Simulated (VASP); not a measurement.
# Al (I4/mmm) in VASP: notebook

Runs on Al. Level: PBE. Tasks: electric field gradients.

Program: VASP 6.6.1. These are calculated values, not measurements. Logs are shortened: lines on timing, memory, paths and dates and some standing lists are left out, and cuts for length are marked.

### 1 The cell of the first run

It takes space group I4/mmm (No. 139, tetragonal). The conventional cell has a = 2.862 Å, b = 2.862 Å, c = 3.967 Å, α = 90.00°, β = 90.00°, γ = 90.00°. Al (site symmetry 4/mmm) has 12 Al at 2.83 to 2.86 Å within 3.7 Å.

### 2 Electric field gradients, PBE (zz strain of -2 %)

INCAR reads:

```
SYSTEM = Al
PREC = Accurate
ENCUT = 520
EDIFF = 1E-8
ISMEAR = -1
SIGMA = 0.05
LREAL = .False.
LASPH = .True.
NELM = 100
ALGO = Normal
ISIF = 2
LWAVE = .False.
LCHARG = .False.
GGA = PE
LEFG = .True.
NBANDS = 8
```

KPOINTS reads:

```
regular mesh
0
Gamma
  14 14 14
  0 0 0
```

POSCAR reads:

```
Al
1.0
    0.0000000000      2.0239800000      1.9835004000
    2.0239800000      0.0000000000      1.9835004000
    2.0239800000      2.0239800000      0.0000000000
Al
1
Direct
    0.0000000000      0.0000000000      0.0000000000
```

Potentials or basis: VASP PAW PBE potentials, release 64 (Al).

Command:

```console
$ cat potpaw_PBE.64/Al/POTCAR > POTCAR
$ mpirun -np 1 vasp_std > vasp.out
```

OUTCAR:

```text
SYSTEM = Al
   PREC = Accurate
   ENCUT = 520
   EDIFF = 1E-8
   ISMEAR = -1
   LREAL = .False.
   LASPH = .True.
   NELM = 100
   ISIF = 2
   GGA = PE

 ion  position               nearest neighbor table
   1  0.000  0.000  0.000-

  LATTYP: Found a body centered tetragonal cell.
 ALAT       =     2.8623399660
 C/A-ratio  =     1.3859292911

  Lattice vectors:

 A1 = (   0.0000000000,  -2.0239800000,  -1.9835004000)
 A2 = (   0.0000000000,   2.0239800000,  -1.9835004000)
 A3 = (   2.0239800000,   0.0000000000,   1.9835004000)

Analysis of symmetry for initial positions (statically):
=====================================================================
 Subroutine PRICEL returns:
 Original cell was already a primitive cell.

 Routine SETGRP: Setting up the symmetry group for a
 body centered tetragonal supercell.

 Subroutine GETGRP returns: Found 16 space group operations
 (whereof 16 operations were pure point group operations)
 out of a pool of 16 trial point group operations.

The static configuration has the point symmetry D_4h.

Analysis of symmetry for dynamics (positions and initial velocities):
=====================================================================
 Subroutine PRICEL returns:
 Original cell was already a primitive cell.

 Routine SETGRP: Setting up the symmetry group for a
 body centered tetragonal supercell.

 Subroutine GETGRP returns: Found 16 space group operations
 (whereof 16 operations were pure point group operations)
 out of a pool of 16 trial point group operations.

The dynamic configuration has the point symmetry D_4h.

 Subroutine INISYM returns: Found 16 space group operations
 (whereof 16 operations are pure point group operations),
 and found     1 'primitive' translations

----------------------------------------------------------------------------------------

                                     Primitive cell

  volume of cell :      16.2508

  direct lattice vectors                    reciprocal lattice vectors
     0.000000000  2.023980000  1.983500400    -0.247038014  0.247038014  0.252079606
     2.023980000  0.000000000  1.983500400     0.247038014 -0.247038014  0.252079606
     2.023980000  2.023980000  0.000000000     0.247038014  0.247038014 -0.252079606

  length of vectors
     2.833861125  2.833861125  2.862339966     0.430812823  0.430812823  0.430812823
[... 112 lines left out ...]
  volume of cell :       16.25
 maximum number of plane-waves:       454
 NGX is ok and might be reduce to    24
   NGX = 11   NGY = 11   NGZ = 11

 number of electron       3.0000000 magnetization

 Free energy of the ion-electron system (eV)
  ---------------------------------------------------
  ext. energy  EPLUGINS =         0.00000000
  ---------------------------------------------------
  free energy    TOTEN  =        -3.73886703 eV

  energy without entropy =       -3.73479879  energy(sigma->0) =       -3.73683291

 E-fermi :   8.1407     XC(G=0): -10.2522

 val. band max:        8.1048699888   @ k =  -0.2143   0.3571   0.2857
 cond. band min:       8.1415651399   @ k =   0.4286   0.1429   0.0714
 fundamental gap:      0.0366951510
 Fermi energy:         8.1407180339

 k-point     1 :       0.0000    0.0000    0.0000
  band No.  band energies     occupation
      1      -3.0806      2.00000
      2      20.7950      0.00000
      3      20.7950      0.00000
      4      21.0157      0.00000
      5      22.4283      0.00000
      6      22.4959      0.00000
      7      22.4959      0.00000
      8      24.7424      0.00000
[... 243 lines left out ...]
 k-point    24 :       0.2857    0.1429    0.0000
  band No.  band energies     occupation
      1      -0.9998      2.00000
      2      12.3941      0.00000
      3      16.5006      0.00000
      4      18.1077      0.00000
      5      19.1762      0.00000
      6      22.3806      0.00000
      7      26.2093      0.00000
      8      27.3314      0.00000

 [... further k-points ...]
[... 5 lines left out ...]
  --------------------------------------------------------------------------------------
  -------------------------------------------------------------------------------------
  Total        0.0563682      0.0563682      0.1908368      0.0000000      0.0000000      0.0000000
  in kB        5.5573801      5.5573801     18.8147269      0.0000000      0.0000000      0.0000000
  external PRESSURE =       9.9764957 kB  Pullay stress =       0.0000000 kB

 VOLUME and BASIS-vectors are now :
 -----------------------------------------------------------------------------
  energy-cutoff  :      520.00
  volume of cell :       16.25
      direct lattice vectors                 reciprocal lattice vectors
     0.000000000  2.023980000  1.983500400    -0.247038014  0.247038014  0.252079606
     2.023980000  0.000000000  1.983500400     0.247038014 -0.247038014  0.252079606
     2.023980000  2.023980000  0.000000000     0.247038014  0.247038014 -0.252079606

 POSITION                                       TOTAL-FORCE (eV/Angst)
 -----------------------------------------------------------------------------------
      0.00000      0.00000      0.00000        -0.000000     -0.000000      0.000000
 -----------------------------------------------------------------------------------
    total drift:                               -0.000000     -0.000000     -0.000000

  FREE ENERGIE OF THE ION-ELECTRON SYSTEM (eV)
  ---------------------------------------------------
  free  energy   TOTEN  =        -3.7388670271 eV

  energy  without entropy=       -3.7347987911  energy(sigma->0) =       -3.73683291

 Electric field gradients (V/A^2)
---------------------------------------------------------------------
 ion       V_xx      V_yy      V_zz      V_xy      V_xz      V_yz
---------------------------------------------------------------------
   1       0.464     0.464    -0.928     0.000     0.000     0.000
---------------------------------------------------------------------

 Electric field gradients after diagonalization (V/A^2)
 (convention: |V_zz| > |V_xx| > |V_yy|)
----------------------------------------------------------------------
 ion       V_xx      V_yy      V_zz     asymmetry (V_yy - V_xx)/ V_zz
----------------------------------------------------------------------
   1       0.464     0.464    -0.928       0.000
----------------------------------------------------------------------

           NMR quadrupolar parameters

 Cq : quadrupolar parameter    Cq=e*Q*V_zz/h
 eta: asymmetry parameters     (V_yy - V_xx)/ V_zz
 Q  : nuclear electric quadrupole moment in mb (millibarn)
----------------------------------------------------------------------
 ion       Cq(MHz)       eta       Q (mb)
----------------------------------------------------------------------
   1      -0.002       0.000       1.000
----------------------------------------------------------------------
```

OSZICAR:

```text
N       E                     dE             d eps       ncg     rms          rms(c)
DAV:   1    -0.227887890565E+01   -0.22789E+01   -0.86917E+02  3920   0.205E+02
DAV:   2    -0.375486780557E+01   -0.14760E+01   -0.14243E+01  5568   0.190E+01
DAV:   3    -0.376193921763E+01   -0.70714E-02   -0.70658E-02  5072   0.147E+00
DAV:   4    -0.376195789327E+01   -0.18676E-04   -0.18676E-04  6040   0.655E-02
DAV:   5    -0.376195793631E+01   -0.43039E-07   -0.43478E-07  5168   0.183E-03    0.133E+00
DAV:   6    -0.374859995852E+01    0.13358E-01   -0.16244E-03  5280   0.192E-01    0.774E-01
DAV:   7    -0.373887407045E+01    0.97259E-02   -0.48677E-03  5024   0.311E-01    0.150E-01
DAV:   8    -0.373886897946E+01    0.50910E-05   -0.13176E-05  5712   0.260E-02    0.951E-03
DAV:   9    -0.373886738905E+01    0.15904E-05   -0.81690E-07  5448   0.403E-03    0.657E-04
DAV:  10    -0.373886705086E+01    0.33819E-06   -0.35332E-09  5904   0.414E-04    0.295E-04
DAV:  11    -0.373886701105E+01    0.39812E-07   -0.94221E-11  4016   0.568E-05    0.552E-05
DAV:  12    -0.373886702703E+01   -0.15977E-07   -0.87279E-12  2968   0.170E-05    0.103E-05
DAV:  13    -0.373886702709E+01   -0.59828E-10   -0.43857E-13  2552   0.353E-06
   1 F= -.37388670E+01 E0= -.37368329E+01  d E =-.406824E-02
```

Wall time 14 s (1 thread of Intel Xeon 6975P-C, shared host); peak memory 0.15 GiB.

Results:

- Free energy: -3.7389 eV
- Pressure: 1.0 GPa

Electric field gradients, principal values (V/Å²):
| atom | least | middle | greatest (by size) |
| --- | --- | --- | --- |
| 1 Al | 0.464 | 0.464 | -0.928 |

Caveat: the cell differs from its parent crystal (zz strain of -2 %); without QUAD_EFG the Cq values of the log hold for a quadrupole moment of 1 mb, not for the nuclei.

### 3 Electric field gradients, PBE (zz strain of -2 %)

INCAR reads:

```
ALGO = Normal ; EDIFF = 1E-8
ENCUT = 520 ; GGA = PE
ISIF = 2 ; ISMEAR = -1
LASPH = True ; LCHARG = False
LEFG = True ; LREAL = False
LWAVE = False ; NBANDS = 8
NELM = 80 ; PREC = Accurate
SIGMA = 0.05
```

KPOINTS reads:

```
k-points
0
Gamma
  14 14 14
```

POSCAR is that of step 2.

Potentials or basis: VASP PAW PBE potentials, release 64 (Al).

Command:

```console
$ cat potpaw_PBE.64/Al/POTCAR > POTCAR
$ mpirun -np 1 vasp_std > vasp.out
```

OUTCAR:

```text
EDIFF = 1E-8
   ENCUT = 520
   GGA = PE
   ISIF = 2
   ISMEAR = -1
   LASPH = True
   LREAL = False
   NELM = 80
   PREC = Accurate

 ion  position               nearest neighbor table
   1  0.000  0.000  0.000-

  LATTYP: Found a body centered tetragonal cell.
 ALAT       =     2.8623399660
 C/A-ratio  =     1.3859292911

  Lattice vectors:

 A1 = (   0.0000000000,  -2.0239800000,  -1.9835004000)
 A2 = (   0.0000000000,   2.0239800000,  -1.9835004000)
 A3 = (   2.0239800000,   0.0000000000,   1.9835004000)

Analysis of symmetry for initial positions (statically):
=====================================================================
 Subroutine PRICEL returns:
 Original cell was already a primitive cell.

[... 447 lines left out ...]
  in kB        5.5573801      5.5573801     18.8147269      0.0000000      0.0000000      0.0000000
  external PRESSURE =       9.9764957 kB  Pullay stress =       0.0000000 kB

 VOLUME and BASIS-vectors are now :
 -----------------------------------------------------------------------------
  energy-cutoff  :      520.00
  volume of cell :       16.25
      direct lattice vectors                 reciprocal lattice vectors
     0.000000000  2.023980000  1.983500400    -0.247038014  0.247038014  0.252079606
     2.023980000  0.000000000  1.983500400     0.247038014 -0.247038014  0.252079606
     2.023980000  2.023980000  0.000000000     0.247038014  0.247038014 -0.252079606

 POSITION                                       TOTAL-FORCE (eV/Angst)
 -----------------------------------------------------------------------------------
      0.00000      0.00000      0.00000        -0.000000     -0.000000      0.000000
 -----------------------------------------------------------------------------------
    total drift:                               -0.000000     -0.000000     -0.000000

  FREE ENERGIE OF THE ION-ELECTRON SYSTEM (eV)
  ---------------------------------------------------
  free  energy   TOTEN  =        -3.7388670271 eV

  energy  without entropy=       -3.7347987911  energy(sigma->0) =       -3.73683291

 Electric field gradients (V/A^2)
---------------------------------------------------------------------
 ion       V_xx      V_yy      V_zz      V_xy      V_xz      V_yz
---------------------------------------------------------------------
   1       0.464     0.464    -0.928     0.000     0.000     0.000
---------------------------------------------------------------------

 Electric field gradients after diagonalization (V/A^2)
 (convention: |V_zz| > |V_xx| > |V_yy|)
----------------------------------------------------------------------
 ion       V_xx      V_yy      V_zz     asymmetry (V_yy - V_xx)/ V_zz
----------------------------------------------------------------------
   1       0.464     0.464    -0.928       0.000
----------------------------------------------------------------------

           NMR quadrupolar parameters

 Cq : quadrupolar parameter    Cq=e*Q*V_zz/h
 eta: asymmetry parameters     (V_yy - V_xx)/ V_zz
 Q  : nuclear electric quadrupole moment in mb (millibarn)
----------------------------------------------------------------------
 ion       Cq(MHz)       eta       Q (mb)
----------------------------------------------------------------------
   1      -0.002       0.000       1.000
----------------------------------------------------------------------
```

OSZICAR:

```text
N       E                     dE             d eps       ncg     rms          rms(c)
DAV:   1    -0.227887890565E+01   -0.22789E+01   -0.86917E+02  3920   0.205E+02
DAV:   2    -0.375486780557E+01   -0.14760E+01   -0.14243E+01  5568   0.190E+01
DAV:   3    -0.376193921763E+01   -0.70714E-02   -0.70658E-02  5072   0.147E+00
DAV:   4    -0.376195789327E+01   -0.18676E-04   -0.18676E-04  6040   0.655E-02
DAV:   5    -0.376195793631E+01   -0.43039E-07   -0.43478E-07  5168   0.183E-03    0.133E+00
DAV:   6    -0.374859995852E+01    0.13358E-01   -0.16244E-03  5280   0.192E-01    0.774E-01
DAV:   7    -0.373887407045E+01    0.97259E-02   -0.48677E-03  5024   0.311E-01    0.150E-01
DAV:   8    -0.373886897946E+01    0.50910E-05   -0.13176E-05  5712   0.260E-02    0.951E-03
DAV:   9    -0.373886738905E+01    0.15904E-05   -0.81690E-07  5448   0.403E-03    0.657E-04
DAV:  10    -0.373886705086E+01    0.33819E-06   -0.35332E-09  5904   0.414E-04    0.295E-04
DAV:  11    -0.373886701105E+01    0.39812E-07   -0.94221E-11  4016   0.568E-05    0.552E-05
DAV:  12    -0.373886702703E+01   -0.15977E-07   -0.87279E-12  2968   0.170E-05    0.103E-05
DAV:  13    -0.373886702709E+01   -0.59828E-10   -0.43857E-13  2552   0.353E-06
   1 F= -.37388670E+01 E0= -.37368329E+01  d E =-.406824E-02
```

It took 15 s on 1 thread of Intel Xeon 6975P-C, shared host; peak memory 0.15 GiB.

What came out:

| Quantity | Value |
| --- | --- |
| Free energy | -3.7389 eV |
| Pressure | 1.0 GPa |

Electric field gradients, principal values (V/Å²):
| atom | least | middle | greatest (by size) |
| --- | --- | --- | --- |
| 1 Al | 0.464 | 0.464 | -0.928 |

Caveat: the cell differs from its parent crystal (zz strain of -2 %); without QUAD_EFG the Cq values of the log hold for a quadrupole moment of 1 mb, not for the nuclei.

(Continued in part 2 of 2.)
